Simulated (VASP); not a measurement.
Write the native input for VASP 6.6.1 that does the following.

| Quantity | Value |
| --- | --- |
| Task | single point |
| Functional | PBE-based global hybrid |
| Potentials or basis | VASP PAW PBE potentials, release 64 (Mg, B) |
| Cutoff | 520 eV |
| k mesh | 5 × 5 × 5 |
| Occupations | fermi-dirac, width 0.05 eV |
| Spin | no spin polarisation |
| Dipole correction | no |
| Grid for exact exchange (PRECFOCK) | Normal |
| Share of exact exchange | 0.1 |
| Further INCAR settings | ALGO = Normal; EDIFF = 1e-06; NBANDS = 10 |

Crystal: MgB.

```xyz
2
Lattice="2.8952 0.0000 0.0000 0.0000 2.8952 0.0000 0.0000 0.0000 2.8952" Properties=species:S:1:pos:R:3 pbc="T T T"
Mg    0.0000    0.0000    0.0000
B     1.4476    1.4476    1.4476
```

The input as run:

POSCAR

```
MgB
1.0
    2.8951500000      0.0000000000      0.0000000000
    0.0000000000      2.8951500000      0.0000000000
    0.0000000000      0.0000000000      2.8951500000
Mg B
1 1
Direct
    0.0000000000      0.0000000000      0.0000000000
    0.5000000000      0.5000000000      0.5000000000
```

INCAR.step1

```
SYSTEM = MgB
ALGO     = Normal         ! electronic algorithm
EDIFF    = 1E-5           ! SCF threshold, eV
ENCUT    = 520            ! plane-wave cutoff, eV
GGA      = PE             ! functional
ISIF     = 2              ! what is computed and relaxed
ISMEAR   = -1             ! smearing method
LASPH    = .TRUE.         ! aspherical terms in the spheres
LCHARG   = .FALSE.        ! write CHGCAR
LREAL    = .FALSE.        ! projectors in reciprocal space
LWAVE    = .TRUE.         ! write WAVECAR
NBANDS   = 10             ! bands
NELM     = 100            ! most SCF steps
PREC     = Accurate       ! precision mode
SIGMA    = 0.05           ! smearing width, eV
```

INCAR.step2

```
SYSTEM = MgB
AEXX     = 0.1            ! exact-exchange fraction
ALGO     = Normal         ! electronic algorithm
EDIFF    = 1E-6           ! SCF threshold, eV
ENCUT    = 520            ! plane-wave cutoff, eV
GGA      = PE             ! functional
ISIF     = 2              ! what is computed and relaxed
ISMEAR   = -1             ! smearing method
ISTART   = 1            
LASPH    = .TRUE.         ! aspherical terms in the spheres
LCHARG   = .FALSE.        ! write CHGCAR
LHFCALC  = .TRUE.         ! exact exchange
LREAL    = .FALSE.        ! projectors in reciprocal space
LWAVE    = .FALSE.        ! write WAVECAR
NBANDS   = 10             ! bands
NELM     = 100            ! most SCF steps
PREC     = Accurate       ! precision mode
PRECFOCK = Normal       
SIGMA    = 0.05           ! smearing width, eV
```

KPOINTS

```
k-points
0
G
  5 5 5
  0 0 0
```

Potentials or basis: VASP PAW PBE potentials, release 64 (Mg, B).

Run with:

```sh
$ cat potpaw_PBE.64/Mg/POTCAR potpaw_PBE.64/B/POTCAR > POTCAR
$ cp INCAR.step1 INCAR
$ mpirun -np 1 vasp_std > vasp.out
$ cp INCAR.step2 INCAR
$ mpirun -np 1 vasp_std > vasp.out
```

It gave:

```
Pressure : -0.3 GPa
```

Caveat: the k points lie up to 0.43 Å⁻¹ apart; the PAW data sets were made with another functional, which shifts forces and pressure a little.

Run time: 93 s on 1 thread of Intel Xeon 8259CL (shared host), peak memory 0.15 GiB.
